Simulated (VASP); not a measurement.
Ca3Ti: single point with PBE

The system is Ca3Ti.

```xyz
4
Lattice="5.1160 0.0000 0.0000 0.0000 5.1160 0.0000 0.0000 0.0000 5.0874" Properties=species:S:1:pos:R:3 pbc="T T T"
Ca    0.0000    2.5580    2.5437
Ca    2.5580    0.0000    2.5437
Ca    2.5580    2.5580    0.0000
Ti    0.0000    0.0000    0.0000
```

```
Program                : VASP 6.6.1
Task                   : single point
Functional             : PBE
Potentials or basis    : VASP PAW PBE potentials, release 64 (Ca_sv, Ti_sv)
Cutoff                 : 520 eV
k mesh                 : 4 × 4 × 4
Occupations            : gaussian, width 0.1 eV
Spin                   : no spin polarisation
Dipole correction      : no
Further INCAR settings : ALGO = Normal; EDIFF = 1e-07; NBANDS = 29
```

* Pressure: 0.1 GPa
* Band gap on the k mesh: zero (bands 21 and 22 overlap by 0.26 eV)

Levels at points of the mesh, in eV from the Fermi level:
| k point | band 18 | band 19 | band 20 | band 21 | band 22 | band 23 |
| --- | --- | --- | --- | --- | --- | --- |
| (0.00, 0.00, 0.00) | -0.85 | -0.85 | -0.83 | -0.12 | -0.11 | -0.11 |
| (0.50, 0.00, 0.00) | -2.71 | -0.37 | 0.07 | 0.08 | 0.11 | 0.17 |
| (0.50, 0.50, 0.00) | -1.46 | -1.40 | -1.40 | 0.15 | 0.15 | 0.28 |
| (0.00, 0.00, 0.50) | -2.69 | -0.36 | 0.07 | 0.07 | 0.12 | 0.18 |
| (0.50, 0.00, 0.50) | -1.45 | -1.39 | -1.39 | 0.14 | 0.14 | 0.29 |
| (0.50, 0.50, 0.50) | -1.11 | -1.11 | -1.11 | 0.10 | 0.10 | 0.10 |

Wall time 96 s on 1 thread of Oxide Virtual Turin-like Processor, on a shared host, peak memory 0.23 GiB.
